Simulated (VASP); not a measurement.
Runs of VASP 6.6.1 on MgO. Symmetry: Fm-3m, No. 225, cubic system. Conventional cell: a = 4.254 Å, b = 4.254 Å, c = 4.254 Å, α = 90.00°, β = 90.00°, γ = 90.00°. Within 2.8 Å of Mg (site symmetry m-3m) lie 6 O at 2.13 Å. O (site symmetry m-3m) has 6 Mg at 2.13 Å within 2.8 Å. 

```tsv
level	potentials or basis	cutoff (eV)	mended	gap on the mesh (eV)	pressure (GPa)
r2SCAN	VASP PAW PBE potentials, release 64 (Mg, O)	660	-	5.31	(a)
r2SCAN+D3(BJ)	VASP PAW PBE potentials, release 64 (Mg, O)	660	-	5.31	(b)
r2SCAN	VASP PAW PBE potentials, release 64 (Mg_sv, O)	750	yes	5.36	-5.4
LDA	VASP PAW LDA potentials, release 64 (Mg, O)	600	-	4.38	-12.0
```

Alike in all rows: task single point; no spin polarisation; cell as given; k mesh 10 × 10 × 10; smearing gaussian 0.02 eV.

Question: Fill in the values left out.

Answer: (a) -6.8; (b) -9.1.

Caveats: the cell stands under tension; the PAW data sets were made with another functional, which shifts forces and pressure a little (at least some runs).

The runs don't all hold the same shells in valence.
